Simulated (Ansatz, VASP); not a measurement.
# Two plane-wave programs on GaN

File INCAR:

```
SYSTEM = GaN
PREC = Accurate
ENCUT = 520
EDIFF = 1E-7
ISMEAR = 0
SIGMA = 0.05
LREAL = .FALSE.
LASPH = .TRUE.
NELM = 60
ALGO = Normal
ISIF = 2
LWAVE = .FALSE.
LCHARG = .FALSE.
GGA = PE
NBANDS = 26
```

File KPOINTS:

```
Automatic mesh
0
G
  12 12 6
  0 0 0
```

File POSCAR:

```
GaN
1.0
    3.2235667135      0.0000000000      0.0000000000
   -1.6117833568      2.7916906647      0.0000000000
    0.0000000000      0.0000000000      5.0273048815
Ga N
2 2
Direct
    0.3333333333      0.6666666667      0.0000000000
    0.6666666667      0.3333333333      0.5000000000
    0.3333333333      0.6666666667      0.3750000000
    0.6666666667      0.3333333333      0.8750000000
```

Input for Ansatz:

```yaml
crystal:
  lattice:
    - [3.2235667135, 0.0, 0.0]
    - [-1.6117833568, 2.7916906647, 0.0]
    - [0.0, 0.0, 5.0273048815]
  atoms:
    - { symbol: Ga, position: [0.3333333333, 0.6666666667, 0.0] }
    - { symbol: Ga, position: [0.6666666667, 0.3333333333, 0.5] }
    - { symbol: "N", position: [0.3333333333, 0.6666666667, 0.375] }
    - { symbol: "N", position: [0.6666666667, 0.3333333333, 0.875] }
basis:
  ecutwfc: 420
kpoints:
  mp_grid: { grid: [12, 12, 6] }
hamiltonian:
  xc: pbe
scf:
  occupations: { method: gaussian, width: 0.05 }
output:
  forces: true
  stress: true
  eigenvalues: true
```

Alike in both runs: task single point; functional PBE; k mesh 12 × 12 × 6; occupations gaussian, width 0.05 eV; no spin polarisation.

|  | VASP | Ansatz |
| --- | --- | --- |
| version | VASP 6.6.1 | Ansatz 0.2.0 |
| potentials or method | VASP PAW PBE potentials, release 64 (Ga_d, N), cutoff 520 eV | scalar-relativistic, plane waves, PAW |
| valence electrons in the cell | 36 | 36 |

VASP gave:

| Quantity | Value |
| --- | --- |
| gap on the k mesh at the Fermi level (eV) | 1.99 |
| least direct gap on the mesh (eV) | 1.99 |
| pressure (GPa) | 8.0 |
| traceless stress, the component that is largest in VASP (GPa) | 12.82 |
| rms of the force components (eV/Å) | 0.401 |

Task: What did Ansatz give for the same quantities?

Result: gap on the k mesh at the Fermi level (eV): 1.98; least direct gap on the mesh (eV): 1.98; pressure (GPa): 8.0; traceless stress, the component that is largest in VASP (GPa): 12.87; rms of the force components (eV/Å): 0.410.

Atom by atom the forces differ by 0.009 eV/Å (rms over components).
